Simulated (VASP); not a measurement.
Input of a VASP 6.6.1 run:

Contents of INCAR:

```
SYSTEM = Re
PREC     = Accurate       ! precision mode
ENCUT    = 600            ! plane-wave cutoff, eV
EDIFF    = 1E-6           ! SCF threshold, eV
ISMEAR   = 0              ! smearing method
SIGMA    = 0.1            ! smearing width, eV
LREAL    = .FALSE.        ! projectors in reciprocal space
LASPH    = .TRUE.         ! aspherical terms in the spheres
NELM     = 120            ! most SCF steps
ALGO     = Normal         ! electronic algorithm
ISIF     = 2              ! what is computed and relaxed
LWAVE    = .FALSE.        ! write WAVECAR
LCHARG   = .TRUE.         ! write CHGCAR
GGA      = PE             ! functional
LELF     = .TRUE.         ! ELF
LVHAR    = .TRUE.       
NBANDS   = 14             ! bands
GGA_COMPAT= .FALSE.
```

The input KPOINTS:

```
regular mesh
0
G
  6 6 6
  0 0 0
```

POSCAR

```
Re
1.0
    1.3816954673      0.7977222500      4.5373857779
   -1.3816954673      0.7977222500      4.5373857779
    0.0000000000     -1.5954445000      4.5373857779
Re
2
Direct
    0.2500025483      0.2500025483      0.2500025483
    0.7499974517      0.7499974517      0.7499974517
```

Potentials or basis: VASP PAW PBE potentials, release 64 (Re).

The run is started by

```sh
$ cat potpaw_PBE.64/Re/POTCAR > POTCAR
$ mpirun -np 1 vasp_std > vasp.out
```

Problem. Estimate the band gap on the k mesh.

Solution. Zero (bands 7 and 8 overlap by 4.14 eV).

Problem. What does it give for the pressure?

Solution. -0.3 GPa.

Stress tensor (GPa, compression positive):
```
-0.38  0.00  0.00
 0.00 -0.38  0.00
 0.00  0.00 -0.25
```

Caveat: the k points lie up to 0.44 Å⁻¹ apart, too coarse for converged energies and pressures of a metal; spin-orbit coupling is left out, which moves the levels of the heavy elements.
